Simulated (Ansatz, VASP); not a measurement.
MgB2 in VASP and in Ansatz

POSCAR

```
MgB2
1.0
    3.0850000000      0.0000000000      0.0000000000
   -1.5425000000      2.6716883707      0.0000000000
    0.0000000000      0.0000000000      3.5230000000
Mg B
1 2
Direct
    0.0000000000      0.0000000000      0.0000000000
    0.3333333333      0.6666666667      0.5000000000
    0.6666666667      0.3333333333      0.5000000000
```

Contents of INCAR.step1:

```
PREC = Accurate ; ENCUT = 660
ISMEAR = 0 ; SIGMA = 0.1
LREAL = F ; LASPH = T
NELM = 120 ; NBANDS = 15
GGA = PE ; ALGO = Normal
EDIFF = 1E-5 ; LWAVE = T
LCHARG = F ; GGA_COMPAT = F
```

The input INCAR.step2:

```
PREC = Accurate ; ENCUT = 660
EDIFF = 1E-6 ; ISMEAR = 0
SIGMA = 0.1 ; LREAL = F
LASPH = T ; NELM = 120
ALGO = Normal ; ISIF = 2
LWAVE = F ; LCHARG = F
METAGGA = R2SCAN ; LMIXTAU = T
NBANDS = 15 ; ISTART = 1
GGA_COMPAT = F
```

KPOINTS

```
regular mesh
0
Gamma
  6 6 6
```

Input for Ansatz:

```yaml
crystal:
  lattice:
    - [3.085, 0.0, 0.0]
    - [-1.5425, 2.6716883707, 0.0]
    - [0.0, 0.0, 3.523]
  atoms:
    - { symbol: Mg, position: [0.0, 0.0, 0.0] }
    - { symbol: B, position: [0.3333333333, 0.6666666667, 0.5] }
    - { symbol: B, position: [0.6666666667, 0.3333333333, 0.5] }
basis:
  ecutwfc: 500
kpoints:
  mp_grid: { grid: [6, 6, 6] }
hamiltonian:
  xc: r2scan
scf:
  occupations: { method: gaussian, width: 0.1 }
output:
  forces: true
  stress: true
  eigenvalues: true
```

Alike in both runs: task single point; functional r2SCAN; k mesh 6 × 6 × 6; occupations gaussian, width 0.1 eV; no spin polarisation.

```csv
,VASP,Ansatz
version,VASP 6.6.1,Ansatz 0.2.0
potentials or method,"VASP PAW PBE potentials, release 64 (Mg_sv, B), cutoff 660 eV","scalar-relativistic, plane waves, PAW"
valence electrons in the cell,16,16
```

VASP gave:

```
gap on the k mesh at the Fermi level (eV)                     : none
pressure (GPa)                                                : -2.3
traceless stress, the component that is largest in VASP (GPa) : -0.54
```

Question: Estimate Ansatz's values.

Answer: gap on the k mesh at the Fermi level (eV): none; pressure (GPa): -2.1; traceless stress, the component that is largest in VASP (GPa): -0.71.

VASP's potentials were made for PBE, not for r2SCAN. A gap of «none» marks a metal or a gap that the smearing closes.

The k mesh is coarse, so the values compare programs but aren't converged.
